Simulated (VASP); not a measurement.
# InSe in VASP: single point with PBE+D3(BJ)

Aim: the single point of InSe with PBE+D3(BJ).

Program: VASP 6.6.1. These are calculated values, not measurements. Logs are shortened: lines on timing, memory, paths and dates and some standing lists are left out, and cuts for length are marked.

## 1. The cell of the first run

The cell holds a slab with vacuum, 8 atoms: a = 4.027 Å, b = 4.027 Å, c = 28.271 Å, α = 90.00°, β = 90.00°, γ = 120.00°.

## 2. Single point, PBE+D3(BJ) (layers slid over each other, then relaxed in part)

The input, INCAR:

```
SYSTEM = InSe
PREC     = Accurate       ! precision mode
ENCUT    = 400            ! plane-wave cutoff, eV
EDIFF    = 1E-6           ! SCF threshold, eV
ISMEAR   = 0              ! smearing method
SIGMA    = 0.05           ! smearing width, eV
LREAL    = .FALSE.        ! projectors in reciprocal space
LASPH    = .TRUE.         ! aspherical terms in the spheres
NELM     = 120            ! most SCF steps
ALGO     = Normal         ! electronic algorithm
ISIF     = 2              ! what is computed and relaxed
LWAVE    = .FALSE.        ! write WAVECAR
LCHARG   = .TRUE.         ! write CHGCAR
LDIPOL   = .TRUE.       
IDIPOL   = 3            
DIPOL    = 0.5 0.5 0.413
GGA      = PE             ! functional
IVDW     = 12             ! dispersion correction
LELF     = .TRUE.         ! ELF
LVHAR    = .TRUE.       
LVACPOTAV= .TRUE.       
NBANDS   = 48             ! bands
GGA_COMPAT= .FALSE.      
NELMDL   = -8
```

The input, KPOINTS:

```
Automatic mesh
0
G
  9 9 1
  0 0 0
```

The input, POSCAR:

```
InSe
1.0
    4.0266104108      0.0000000000      0.0000000000
   -2.0133052054      3.4871469069      0.0000000000
    0.0000000000      0.0000000000     28.2707105452
Se In
4 4
Direct
    0.0000000000      0.0000000000      0.1591753413
    0.0000000000      0.0000000000      0.3495717351
    0.1111111111      0.2222222222      0.4763513057
    0.1111111111      0.2222222222      0.6667718719
    0.6666666666      0.3333333333      0.2049643064
    0.6666666666      0.3333333333      0.3037957599
    0.7777777778      0.5555555556      0.5221322145
    0.7777777778      0.5555555556      0.6209715762
```

Potentials or basis: VASP PAW PBE potentials, release 64 (Se, In_d).

Run with:

```bash
$ cat potpaw_PBE.64/Se/POTCAR potpaw_PBE.64/In_d/POTCAR > POTCAR
$ mpirun -np 1 vasp_std > vasp.out
```

OUTCAR:

```text
SYSTEM = InSe
   PREC = Accurate
   ENCUT = 400
   EDIFF = 1E-6
   ISMEAR = 0
   LREAL = .FALSE.
   LASPH = .TRUE.
   NELM = 120
   ISIF = 2
   GGA = PE
   IVDW = 12
   NELMDL = -8
 IVDW          = 12

 ion  position               nearest neighbor table
   1  0.000  0.000  0.159-   5 2.66   5 2.66   5 2.66
   2  0.000  0.000  0.350-   6 2.66   6 2.66   6 2.66
   3  0.111  0.222  0.476-   7 2.66   7 2.66   7 2.66
   4  0.111  0.222  0.667-   8 2.66   8 2.66   8 2.66
   5  0.667  0.333  0.205-   1 2.66   1 2.66   1 2.66   6 2.79
   6  0.667  0.333  0.304-   2 2.66   2 2.66   2 2.66   5 2.79
   7  0.778  0.556  0.522-   3 2.66   3 2.66   3 2.66   8 2.79
   8  0.778  0.556  0.621-   4 2.66   4 2.66   4 2.66   7 2.79

  LATTYP: Found a hexagonal cell.
 ALAT       =     4.0266104108
 C/A-ratio  =     7.0209699129

  Lattice vectors:

 A1 = (   4.0266104108,   0.0000000000,   0.0000000000)
 A2 = (  -2.0133052054,   3.4871469069,   0.0000000000)
 A3 = (   0.0000000000,   0.0000000000,  28.2707105452)

Analysis of symmetry for initial positions (statically):
=====================================================================
 Subroutine PRICEL returns:
 Original cell was already a primitive cell.

 Routine SETGRP: Setting up the symmetry group for a
 hexagonal supercell.

 Subroutine GETGRP returns: Found  2 space group operations
 (whereof  2 operations were pure point group operations)
 out of a pool of 24 trial point group operations.

The static configuration has the point symmetry C_1h.

Analysis of symmetry for dynamics (positions and initial velocities):
=====================================================================
 Subroutine PRICEL returns:
 Original cell was already a primitive cell.

 Routine SETGRP: Setting up the symmetry group for a
 hexagonal supercell.

 Subroutine GETGRP returns: Found  2 space group operations
 (whereof  2 operations were pure point group operations)
 out of a pool of 24 trial point group operations.

The dynamic configuration has the point symmetry C_1h.

 Subroutine INISYM returns: Found  2 space group operations
 (whereof  2 operations are pure point group operations),
 and found     1 'primitive' translations

----------------------------------------------------------------------------------------

                                     Primitive cell

  volume of cell :     396.9598

  direct lattice vectors                    reciprocal lattice vectors
     4.026610411  0.000000000  0.000000000     0.248347840  0.143383693  0.000000000
    -2.013305205  3.487146907  0.000000000     0.000000000  0.286767385  0.000000000
     0.000000000  0.000000000 28.270710545     0.000000000  0.000000000  0.035372298

  length of vectors
     4.026610411  4.026610411 28.270710545     0.286767385  0.286767385  0.035372298

  position of ions in fractional coordinates (direct lattice)
     0.000000000  0.000000000  0.159175341
     0.000000000  0.000000000  0.349571735
     0.111111111  0.222222222  0.476351306
     0.111111111  0.222222222  0.666771872
     0.666666667  0.333333333  0.204964306
     0.666666667  0.333333333  0.303795760
     0.777777778  0.555555556  0.522132214
     0.777777778  0.555555556  0.620971576

  ion indices of the primitive-cell ions
   primitive index   ion index
                 1           1
                 2           2
                 3           3
                 4           4
                 5           5
                 6           6
                 7           7
                 8           8

----------------------------------------------------------------------------------------

 KPOINTS: Automatic mesh

Automatic generation of k-mesh.
 Grid dimensions read from file:
 generate k-points for:    9    9    1

 Generating k-lattice:

  Cartesian coordinates                     Fractional coordinates (reciprocal lattice)
     0.027594204  0.015931521  0.000000000     0.111111111 -0.000000000  0.000000000
     0.000000000  0.031863043  0.000000000     0.000000000  0.111111111  0.000000000
     0.000000000  0.000000000  0.035372298     0.000000000  0.000000000  1.000000000

  Length of vectors
     0.031863043  0.031863043  0.035372298

  Shift w.r.t. Gamma in fractional coordinates (k-lattice)
     0.000000000  0.000000000  0.000000000

 Subroutine IBZKPT returns following result:
 ===========================================

 Found     25 irreducible k-points:

 Following reciprocal coordinates:
            Coordinates               Weight
  0.000000  0.000000  0.000000      1.000000
  0.111111  0.000000  0.000000      4.000000
  0.000000  0.111111  0.000000      2.000000
  0.222222 -0.000000  0.000000      4.000000
  0.000000  0.222222  0.000000      2.000000
  0.333333  0.000000  0.000000      4.000000
[... 16 lines left out ...]
 -0.222222 -0.444444  0.000000      4.000000
  0.444444  0.333333  0.000000      4.000000
   k-points           NKPTS =     25   k-points in BZ     NKDIM =     25   number of bands    NBANDS=     48
   number of dos      NEDOS =    301   number of ions     NIONS =      8
   total plane-waves  NPLWV = 150528
   dimension x,y,z NGX =    28 NGY =   28 NGZ =  192
   dimension x,y,z NGXF=    56 NGYF=   56 NGZF=  384
   ions per type =               4   4
   NGX,Y,Z   is equivalent  to a cutoff of  11.56, 11.56, 11.29 a.u.
   NGXF,Y,Z  is equivalent  to a cutoff of  23.12, 23.12, 22.58 a.u.
 SYSTEM =  InSe
   PREC   = accura    normal or accurate (medium, high low for compatibility)
   ISTART =      0    job   : 0-new  1-cont  2-samecut
   ICHARG =      2    charge: 1-file 2-atom 10-const
   ISPIN  =      1    spin polarized calculation?
   LNONCOLLINEAR =      F non collinear calculations
   LSORBIT =      F    spin-orbit coupling
   LASPH  =      T    aspherical Exc in radial PAW
   ENCUT  =  400.0 eV  29.40 Ry    5.42 a.u.   6.57  6.57 46.10*2*pi/ulx,y,z
   NELM   =    120;   NELMIN=  2; NELMDL= -8     # of ELM steps
   EDIFF  = 0.1E-05   stopping-criterion for ELM
   LREAL  =      F    real-space projection
   EDIFFG = 0.1E-04   stopping-criterion for IOM
   NSW    =      0    number of steps for IOM
   IBRION =     -1    ionic relax: 0-MD 1-quasi-New 2-CG
   NFREE  =      0    steps in history (QN), initial steepest desc. (CG)
   ISIF   =      2    stress and relaxation
   ISYM   =      2    0-nonsym 1-usesym 2-fastsym
   POTIM  = 0.5000    time-step for ionic-motion
   TEBEG  =    0.0;   TEEND  =   0.0 temperature during run
   PSTRESS=    0.0 pullay stress
   NELECT =      76.0000    total number of electrons
   NUPDOWN=      -1.0000    fix difference up-down
   EMIN   =  10.00;   EMAX   =-10.00  energy-range for DOS
   EFERMI =   0.00;   METHOD = LEGACY
   ISMEAR =     0;   SIGMA  =   0.05  broadening in eV -4-tet -1-fermi 0-gaus
   EFERMI_NEDOS =   21; number of points for ismear=-14 and -15
   IALGO  =     38    algorithm
   IMIX   =      4    mixing-type and parameters
     AMIX     =   0.40;   BMIX     =  1.00
     AMIX_MAG =   1.60;   BMIX_MAG =  1.00
  volume/ion in A,a.u.               =      49.62       334.85
  Fermi-wavevector in a.u.,A,eV,Ry     =   0.943548  1.783047 12.113024  0.890282
  Thomas-Fermi vector in A             =   2.071266
   LORBIT       =      0    0 simple, 1 ext, 2 COOP (PROOUT), +10 PAW based schemes
   GGA     = PE    functional components
   LHFCALC =     F    Hartree Fock is set to
   AEXX    =    0.0000 exact exchange contribution
   IVDW    =    12    specifies the selected vdW correction
   LEPSILON=     F    determine dielectric tensor
   LRPA    =     F    only Hartree local field effects (RPA)
 non-spin polarized calculation
 Gauss-broadening in eV      SIGMA  =   0.05
  energy-cutoff  :      400.00
  volume of cell :      396.96
 maximum number of plane-waves:      7281
 NGX is ok and might be reduce to    28
   NGX = 13   NGY = 13   NGZ = 93

 dipolmoment           0.000000      0.000000     -0.000030 electrons x Angstroem

 number of electron      75.9999997 magnetization

 dipolmoment           0.000000      0.000000      0.000031 electrons x Angstroem

 Free energy of the ion-electron system (eV)
  ---------------------------------------------------
  ext. energy  EPLUGINS =         0.00000000
  ---------------------------------------------------
  free energy    TOTEN  =       -28.37302015 eV

  energy without entropy =      -28.37302015  energy(sigma->0) =      -28.37302015

 E-fermi :   0.0297     XC(G=0):  -5.6848

 val. band max:       -0.2118013211   @ k =   0.1111   0.0000   0.0000
 cond. band min:       0.9524565929   @ k =   0.0000   0.0000   0.0000
 fundamental gap:      1.1642579140
 Fermi energy:         0.0296949432

 k-point     1 :       0.0000    0.0000    0.0000
  band No.  band energies     occupation
      1     -14.5149      2.00000
      2     -14.5145      2.00000
      3     -14.3317      2.00000
      4     -14.3314      2.00000
      5     -14.3310      2.00000
      6     -14.3308      2.00000
[... 40 lines left out ...]
     47       5.0296      0.00000
     48       5.2220      0.00000

 k-point     2 :       0.1111    0.0000    0.0000
  band No.  band energies     occupation
      1     -14.5144      2.00000
      2     -14.5139      2.00000
      3     -14.3721      2.00000
      4     -14.3704      2.00000
      5     -14.3295      2.00000
      6     -14.3293      2.00000
[... 40 lines left out ...]
     47       5.0844      0.00000
     48       5.2139      0.00000

 k-point     3 :       0.0000    0.1111    0.0000
  band No.  band energies     occupation
      1     -14.5144      2.00000
      2     -14.5139      2.00000
      3     -14.3720      2.00000
      4     -14.3704      2.00000
      5     -14.3299      2.00000
      6     -14.3290      2.00000
[... 1060 lines left out ...]
     47       5.2449      0.00000
     48       5.3653      0.00000

 k-point    24 :       0.4444    0.3333    0.0000
  band No.  band energies     occupation
      1     -14.6237      2.00000
      2     -14.6182      2.00000
      3     -14.5232      2.00000
      4     -14.5190      2.00000
      5     -14.4577      2.00000
      6     -14.4573      2.00000
[... 40 lines left out ...]
     47       5.2495      0.00000
     48       5.3611      0.00000

 [... further k-points ...]

------------------------ aborting loop because EDIFF is reached ----------------------------------------

 Edisp (eV)   -1.98318

 E8    (eV) :    -0.9294

  FORCE on cell =-STRESS in cart. coord.  units (eV):
  Direction    XX          YY          ZZ          XY          YZ          ZX
  --------------------------------------------------------------------------------------
  -------------------------------------------------------------------------------------
  Total      -0.09451    -0.05376    -0.01057     0.00000     0.15667     0.00000
  in kB      -0.38147    -0.21698    -0.04265     0.00000     0.63235     0.00000
  external pressure =       -0.21 kB  Pullay stress =        0.00 kB

 VOLUME and BASIS-vectors are now :
 -----------------------------------------------------------------------------
  energy-cutoff  :      400.00
  volume of cell :      396.96
      direct lattice vectors                 reciprocal lattice vectors
     4.026610411  0.000000000  0.000000000     0.248347840  0.143383693  0.000000000
    -2.013305205  3.487146907  0.000000000     0.000000000  0.286767385  0.000000000
     0.000000000  0.000000000 28.270710545     0.000000000  0.000000000  0.035372298

 POSITION                                       TOTAL-FORCE (eV/Angst)
 -----------------------------------------------------------------------------------
      0.00000      0.00000      4.50000        -0.000000     -0.000979     -0.018208
      0.00000      0.00000      9.88264        -0.000000     -0.038281      0.016842
      0.00000      0.77492     13.46679        -0.000000      0.035725     -0.016100
      0.00000      0.77492     18.85011        -0.000000      0.000857      0.016060
      2.01331      1.16238      5.79449        -0.000000     -0.002973      0.014549
      2.01331      1.16238      8.58852         0.000000      0.005382     -0.014516
      2.01331      1.93730     14.76105         0.000000     -0.001671      0.014936
      2.01331      1.93730     17.55531        -0.000000      0.001941     -0.013563
 -----------------------------------------------------------------------------------
    total drift:                                0.000000     -0.000916     -0.000665

  FREE ENERGIE OF THE ION-ELECTRON SYSTEM (eV)
  ---------------------------------------------------
  free  energy   TOTEN  =       -30.3562026395 eV

  energy  without entropy=      -30.3562026395  energy(sigma->0) =      -30.35620264

 vacuum level on the upper side and lower side of the slab         5.498         5.497
```

It took 15 min on 1 thread of Oxide Virtual Turin-like, shared host; peak memory 0.5 GiB.

What came out:

| Property | Result |
| --- | --- |
| Free energy | -30.3562 eV |
| Largest force | 0.042 eV/Å |
| Band gap on the k mesh | 1.16 eV (least direct gap 1.21 eV) |
| Dispersion energy per atom | -0.248 eV |

Forces on the atoms (eV/Å):
```
Se   0.000 -0.001 -0.018
Se   0.000 -0.038  0.017
Se   0.000  0.036 -0.016
Se   0.000  0.001  0.016
In   0.000 -0.003  0.015
In   0.000  0.005 -0.015
In   0.000 -0.002  0.015
In   0.000  0.002 -0.014
```

Caveat: the cell differs from its parent crystal (layers slid over each other, then relaxed in part); spin-orbit coupling is left out, which moves the levels of the heavy elements.
